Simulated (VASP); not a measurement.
# Si2As (Pmmn) in VASP: further runs, part 2 of 2

VASP 6.6.1.

## Step 3: Single point, PBE

This run uses another cell than the first one, of 21.70 Å³/atom.

Contents of INCAR:

```
PREC     = Accurate       # precision mode
ENCUT    = 520            # plane-wave cutoff, eV
EDIFF    = 1E-6           # SCF threshold, eV
ISMEAR   = 0              # smearing method
SIGMA    = 0.1            # smearing width, eV
LREAL    = False          # projectors in reciprocal space
LASPH    = True           # aspherical terms in the spheres
NELM     = 100            # most SCF steps
ALGO     = Normal         # electronic algorithm
ISIF     = 2              # what is computed and relaxed
LWAVE    = False          # write WAVECAR
LCHARG   = False          # write CHGCAR
GGA      = PE             # functional
NBANDS   = 22             # bands
```

Contents of KPOINTS:

```
Automatic mesh
0
Gamma
  6 4 4
```

Contents of POSCAR:

```
Si2As
1.0
    3.7801871889      0.0000000000      0.0000000000
    0.0000000000      7.1389406385      0.0000000000
    0.0000000000      0.0000000000      4.8242658480
Si As
4 2
Direct
    0.0000000000      0.8326916511      0.4265013230
    0.0000000000      0.1673083489      0.4265013230
    0.5000000000      0.3326916511      0.5734986770
    0.5000000000      0.6673083489      0.5734986770
    0.0000000000      0.0000000000      0.9933396593
    0.5000000000      0.5000000000      0.0066603407
```

Potentials or basis: VASP PAW PBE potentials, release 64 (Si, As).

Command:

```console
> cat potpaw_PBE.64/Si/POTCAR potpaw_PBE.64/As/POTCAR > POTCAR
> mpirun -np 1 vasp_std > vasp.out
```

OUTCAR:

```text
PREC = Accurate
   ENCUT = 520
   EDIFF = 1E-6
   ISMEAR = 0
   LREAL = False
   LASPH = True
   NELM = 100
   ISIF = 2
   GGA = PE

 ion  position               nearest neighbor table
   1  0.000  0.833  0.427-   4 2.34   4 2.34   2 2.39   5 2.41   5 2.98
   2  0.000  0.167  0.427-   3 2.34   3 2.34   1 2.39   5 2.41   5 2.98
   3  0.500  0.333  0.573-   2 2.34   2 2.34   4 2.39   6 2.41   6 2.98
   4  0.500  0.667  0.573-   1 2.34   1 2.34   3 2.39   6 2.41   6 2.98
   5  0.000  0.000  0.993-   1 2.41   2 2.41   1 2.98   2 2.98
   6  0.500  0.500  0.007-   3 2.41   4 2.41   3 2.98   4 2.98

  LATTYP: Found a simple orthorhombic cell.
 ALAT       =     3.7801871889
 B/A-ratio  =     1.2761976079
 C/A-ratio  =     1.8885151136

  Lattice vectors:

 A1 = (  -3.7801871889,   0.0000000000,   0.0000000000)
 A2 = (   0.0000000000,   0.0000000000,   4.8242658480)
 A3 = (   0.0000000000,   7.1389406385,   0.0000000000)

Analysis of symmetry for initial positions (statically):
=====================================================================
 Subroutine PRICEL returns:
 Original cell was already a primitive cell.

 Routine SETGRP: Setting up the symmetry group for a
 simple orthorhombic supercell.

 Subroutine GETGRP returns: Found  8 space group operations
 (whereof  4 operations were pure point group operations)
 out of a pool of  8 trial point group operations.

The static configuration has the point symmetry C_2v.
 The point group associated with its full space group is D_2h.

Analysis of symmetry for dynamics (positions and initial velocities):
=====================================================================
 Subroutine PRICEL returns:
 Original cell was already a primitive cell.

 Routine SETGRP: Setting up the symmetry group for a
 simple orthorhombic supercell.

 Subroutine GETGRP returns: Found  8 space group operations
 (whereof  4 operations were pure point group operations)
 out of a pool of  8 trial point group operations.

The dynamic configuration has the point symmetry C_2v.
 The point group associated with its full space group is D_2h.

 Subroutine INISYM returns: Found  8 space group operations
 (whereof  4 operations are pure point group operations),
 and found     1 'primitive' translations

----------------------------------------------------------------------------------------

                                     Primitive cell

  volume of cell :     130.1902

  direct lattice vectors                    reciprocal lattice vectors
     3.780187189  0.000000000  0.000000000     0.264537164  0.000000000  0.000000000
     0.000000000  7.138940639  0.000000000     0.000000000  0.140076806  0.000000000
     0.000000000  0.000000000  4.824265848     0.000000000  0.000000000  0.207285426

  length of vectors
     3.780187189  7.138940639  4.824265848     0.264537164  0.140076806  0.207285426

  position of ions in fractional coordinates (direct lattice)
     0.000000000  0.832691651  0.426501323
     0.000000000  0.167308349  0.426501323
     0.500000000  0.332691651  0.573498677
     0.500000000  0.667308349  0.573498677
     0.000000000  0.000000000  0.993339659
     0.500000000  0.500000000  0.006660341

  ion indices of the primitive-cell ions
   primitive index   ion index
[... 36 lines left out ...]
  0.166667  0.000000  0.000000      2.000000
  0.333333  0.000000  0.000000      2.000000
  0.500000  0.000000  0.000000      1.000000
  0.000000  0.250000  0.000000      2.000000
  0.166667  0.250000  0.000000      4.000000
[... 16 lines left out ...]
  0.333333  0.500000  0.250000      4.000000
  0.500000  0.500000  0.250000      2.000000
 [... further k-points ...]
   k-points           NKPTS =     36   k-points in BZ     NKDIM =     36   number of bands    NBANDS=     22
   number of dos      NEDOS =    301   number of ions     NIONS =      6
   total plane-waves  NPLWV =  54432
   dimension x,y,z NGX =    28 NGY =   54 NGZ =   36
   dimension x,y,z NGXF=    56 NGYF=  108 NGZF=   72
   ions per type =               4   2
   NGX,Y,Z   is equivalent  to a cutoff of  12.31, 12.58, 12.41 a.u.
   NGXF,Y,Z  is equivalent  to a cutoff of  24.63, 25.15, 24.81 a.u.
 SYSTEM =  unknown system
   PREC   = accura    normal or accurate (medium, high low for compatibility)
   ISTART =      0    job   : 0-new  1-cont  2-samecut
   ICHARG =      2    charge: 1-file 2-atom 10-const
   ISPIN  =      1    spin polarized calculation?
   LNONCOLLINEAR =      F non collinear calculations
   LSORBIT =      F    spin-orbit coupling
   LASPH  =      T    aspherical Exc in radial PAW
   ENCUT  =  520.0 eV  38.22 Ry    6.18 a.u.   7.03 13.27  8.97*2*pi/ulx,y,z
   NELM   =    100;   NELMIN=  2; NELMDL= -5     # of ELM steps
   EDIFF  = 0.1E-05   stopping-criterion for ELM
   LREAL  =      F    real-space projection
   EDIFFG = 0.1E-04   stopping-criterion for IOM
   NSW    =      0    number of steps for IOM
   IBRION =     -1    ionic relax: 0-MD 1-quasi-New 2-CG
   NFREE  =      0    steps in history (QN), initial steepest desc. (CG)
   ISIF   =      2    stress and relaxation
   ISYM   =      2    0-nonsym 1-usesym 2-fastsym
   POTIM  = 0.5000    time-step for ionic-motion
   TEBEG  =    0.0;   TEEND  =   0.0 temperature during run
   PSTRESS=    0.0 pullay stress
   NELECT =      26.0000    total number of electrons
   NUPDOWN=      -1.0000    fix difference up-down
   EMIN   =  10.00;   EMAX   =-10.00  energy-range for DOS
   EFERMI =   0.00;   METHOD = LEGACY
   ISMEAR =     0;   SIGMA  =   0.10  broadening in eV -4-tet -1-fermi 0-gaus
   EFERMI_NEDOS =   21; number of points for ismear=-14 and -15
   IALGO  =     38    algorithm
   IMIX   =      4    mixing-type and parameters
     AMIX     =   0.40;   BMIX     =  1.00
     AMIX_MAG =   1.60;   BMIX_MAG =  1.00
  volume/ion in A,a.u.               =      21.70       146.43
  Fermi-wavevector in a.u.,A,eV,Ry     =   0.956915  1.808306 12.458658  0.915686
  Thomas-Fermi vector in A             =   2.085886
   LORBIT       =      0    0 simple, 1 ext, 2 COOP (PROOUT), +10 PAW based schemes
   GGA     = PE    functional components
   LHFCALC =     F    Hartree Fock is set to
   AEXX    =    0.0000 exact exchange contribution
   IVDW    =     0    specifies the selected vdW correction
   LEPSILON=     F    determine dielectric tensor
   LRPA    =     F    only Hartree local field effects (RPA)
 non-spin polarized calculation
 Gauss-broadening in eV      SIGMA  =   0.10
  energy-cutoff  :      520.00
  volume of cell :      130.19
 maximum number of plane-waves:      3540
   NGX = 15   NGY = 27   NGZ = 17

 number of electron      26.0000001 magnetization

 Free energy of the ion-electron system (eV)
  ---------------------------------------------------
  ext. energy  EPLUGINS =         0.00000000
  ---------------------------------------------------
  free energy    TOTEN  =       -28.77350217 eV

  energy without entropy =      -28.75974919  energy(sigma->0) =      -28.76662568

 E-fermi :   4.9500     XC(G=0):  -9.4124

 val. band max:        4.9373262064   @ k =   0.1667   0.5000   0.2500
 cond. band min:       5.0145081311   @ k =   0.1667   0.0000   0.2500
 fundamental gap:      0.0771819247
 Fermi energy:         4.9499861596

 k-point     1 :       0.0000    0.0000    0.0000
  band No.  band energies     occupation
      1      -8.0123      2.00000
      2      -6.5864      2.00000
      3      -4.5526      2.00000
      4      -3.1962      2.00000
      5      -0.7552      2.00000
      6       0.3441      2.00000
[... 589 lines left out ...]
     21      12.3024      0.00000
     22      12.3040      0.00000

 [... further k-points ...]

------------------------ aborting loop because EDIFF is reached ----------------------------------------

  FORCE on cell =-STRESS in cart. coord.  units (eV):
  Direction    XX          YY          ZZ          XY          YZ          ZX
  --------------------------------------------------------------------------------------
  -------------------------------------------------------------------------------------
  Total        0.0161598     -0.0658937      0.1047304      0.0000000      0.0000000      0.0000000
  in kB        0.1988695     -0.8109161      1.2888573      0.0000000      0.0000000      0.0000000
  external PRESSURE =       0.2256036 kB  Pullay stress =       0.0000000 kB

 VOLUME and BASIS-vectors are now :
 -----------------------------------------------------------------------------
  energy-cutoff  :      520.00
  volume of cell :      130.19
      direct lattice vectors                 reciprocal lattice vectors
     3.780187189  0.000000000  0.000000000     0.264537164  0.000000000  0.000000000
     0.000000000  7.138940639  0.000000000     0.000000000  0.140076806  0.000000000
     0.000000000  0.000000000  4.824265848     0.000000000  0.000000000  0.207285426

 POSITION                                       TOTAL-FORCE (eV/Angst)
 -----------------------------------------------------------------------------------
      0.00000      5.94454      2.05756         0.000000     -0.002644      0.017582
      0.00000      1.19440      2.05756         0.000000      0.002644      0.017582
      1.89009      2.37507      2.76671         0.000000     -0.002644     -0.017582
      1.89009      4.76387      2.76671         0.000000      0.002644     -0.017582
      0.00000      0.00000      4.79213         0.000000      0.000000     -0.023834
      1.89009      3.56947      0.03213         0.000000      0.000000      0.023834
 -----------------------------------------------------------------------------------
    total drift:                               -0.000000      0.000000     -0.000000

  FREE ENERGIE OF THE ION-ELECTRON SYSTEM (eV)
  ---------------------------------------------------
  free  energy   TOTEN  =       -28.7735021673 eV

  energy  without entropy=      -28.7597491890  energy(sigma->0) =      -28.76662568
```

It took 81 s on 1 thread of Intel Xeon Platinum 8559C (Emerald Rapids), shared host; peak memory 0.26 GiB.

What came out:

```yaml
Free_energy: -28.7735 eV
Pressure: 0.0 GPa
Largest_force: 0.024 eV/Å
Band_gap_on_the_k_mesh: zero (bands 13 and 14 overlap by 2.85 eV)
```

Forces on the atoms (eV/Å):
```
Si   0.000 -0.003  0.018
Si   0.000  0.003  0.018
Si   0.000 -0.003 -0.018
Si   0.000  0.003 -0.018
As   0.000  0.000 -0.024
As   0.000  0.000  0.024
```

Stress tensor (GPa, compression positive):
```
 0.02  0.00  0.00
 0.00 -0.08  0.00
 0.00  0.00  0.13
```

Levels at points of the mesh, in eV from the Fermi level:
```
           k point  band 9  band 10  band 11  band 12  band 13  band 14  band 15  band 16
(0.00, 0.00, 0.00)   -2.68    -2.23    -1.35    -1.02    -0.60     0.18     1.07     1.70
(0.50, 0.00, 0.00)   -3.57    -3.57    -1.33    -1.33    -0.70    -0.70     1.24     1.24
(0.00, 0.50, 0.00)   -2.13    -2.13    -1.27    -1.27     1.02     1.02     1.38     1.38
(0.50, 0.50, 0.00)   -2.47    -2.47    -2.42    -2.42    -1.50    -1.50     0.77     0.77
(0.00, 0.00, 0.50)   -1.05    -0.91    -0.19    -0.08     0.42     1.08     1.26     1.48
(0.50, 0.00, 0.50)   -3.09    -3.09    -2.69    -2.69     1.35     1.35     2.94     2.94
(0.00, 0.50, 0.50)   -1.68    -1.68     0.48     0.48     0.83     0.83     2.18     2.18
(0.50, 0.50, 0.50)   -3.49    -3.49    -1.21    -1.21     0.23     0.23     0.90     0.90
```

## Step 4: Single point, PBE

This run uses another cell than the first one, of 25.52 Å³/atom.

Contents of INCAR:

```
SYSTEM = Si2As
  ALGO = Normal
  EDIFF = 1E-6
  ENCUT = 520
  GGA = PE
  ISIF = 2
  ISMEAR = 0
  LASPH = .TRUE.
  LCHARG = .FALSE.
  LREAL = .FALSE.
  LWAVE = .FALSE.
  NBANDS = 22
  NELM = 100
  PREC = Accurate
  SIGMA = 0.1
```

Contents of KPOINTS:

```
k-points
0
G
  10 6 6
  0 0 0
```

Contents of POSCAR:

```
Si2As
1.0
    3.7181717586      0.0000000000      0.0000000000
    0.0000000000      7.0342842887      0.0000000000
    0.0000000000      0.0000000000      5.8554668422
Si As
4 2
Direct
    0.0000000000      0.8331608763      0.4412926391
    0.0000000000      0.1668391237      0.4412926391
    0.5000000000      0.3331608763      0.5587073609
    0.5000000000      0.6668391237      0.5587073609
    0.0000000000      0.0000000000      1.0875277655
    0.5000000000      0.5000000000     -0.0875277655
```

Command:

```console
> cat potpaw_PBE.64/Si/POTCAR potpaw_PBE.64/As/POTCAR > POTCAR
> mpirun -np 1 vasp_std > vasp.out
```

It took 3.9 min on 1 thread of Intel Xeon Platinum 8559C (Emerald Rapids), shared host; peak memory 0.42 GiB.

The run converged. Its results:

```
Free energy            : -28.6941 eV
Pressure               : 0.0 GPa
Largest force          : 0.047 eV/Å
Band gap on the k mesh : zero (bands 13 and 14 overlap by 2.82 eV)
```

Forces in eV/Å, atoms in the order of the input:
```
Si   0.000 -0.007  0.028
Si   0.000  0.007  0.028
Si   0.000 -0.007 -0.028
Si   0.000  0.007 -0.028
As   0.000  0.000 -0.047
As   0.000  0.000  0.047
```

Stress tensor (GPa, compression positive):
```
-0.05  0.00  0.00
 0.00 -0.03  0.00
 0.00  0.00  0.23
```

Levels at points of the mesh, in eV from the Fermi level:
```tsv
k point	band 11	band 12	band 13	band 14	band 15	band 16
(0.00, 0.00, 0.00)	-0.33	0.15	0.77	1.50	1.75	2.09
(0.50, 0.00, 0.00)	-1.46	-1.46	-1.13	-1.13	2.47	2.47
(0.00, 0.50, 0.00)	-1.33	-1.33	1.57	1.57	1.94	1.94
(0.50, 0.50, 0.00)	-1.48	-1.48	-1.17	-1.17	1.97	1.97
(0.00, 0.00, 0.50)	-0.32	0.42	0.47	1.53	1.75	1.92
(0.50, 0.00, 0.50)	-1.88	-1.88	-0.30	-0.30	3.24	3.24
(0.00, 0.50, 0.50)	-0.87	-0.87	1.34	1.34	2.54	2.54
(0.50, 0.50, 0.50)	-0.60	-0.60	-0.09	-0.09	1.32	1.32
```

## Step 5: Summary

```tsv
cell	k mesh	gap on the mesh (eV)	pressure (GPa)	largest force (eV/Å)
a = 3.586, b = 5.815, c = 5.064 Å, 6 atoms, atomic positions A	6 × 4 × 4	none	8.1	1.76
a = 3.780, b = 7.139, c = 4.824 Å, 6 atoms, atomic positions B	6 × 4 × 4	none	0.0	0.02
a = 3.718, b = 7.034, c = 5.855 Å, 6 atoms, atomic positions C	10 × 6 × 6	none	0.0	0.05
```

Alike in all rows: task single point; level PBE; potentials or basis VASP PAW PBE potentials, release 64 (Si, As); no spin polarisation; cutoff (eV) 520; smearing gaussian 0.1 eV.

Caveats: the stress differs along the axes, from 3 to 14 GPa (at least some runs); forces of over 1 eV/Å act on the atoms, so gaps and moduli don't describe the material at rest (at least some runs).

Total energies depend on the potentials used, so only differences within one code and one set of settings carry meaning.

The gap in the log of VASP goes by the Fermi energy; the results here count the filled bands.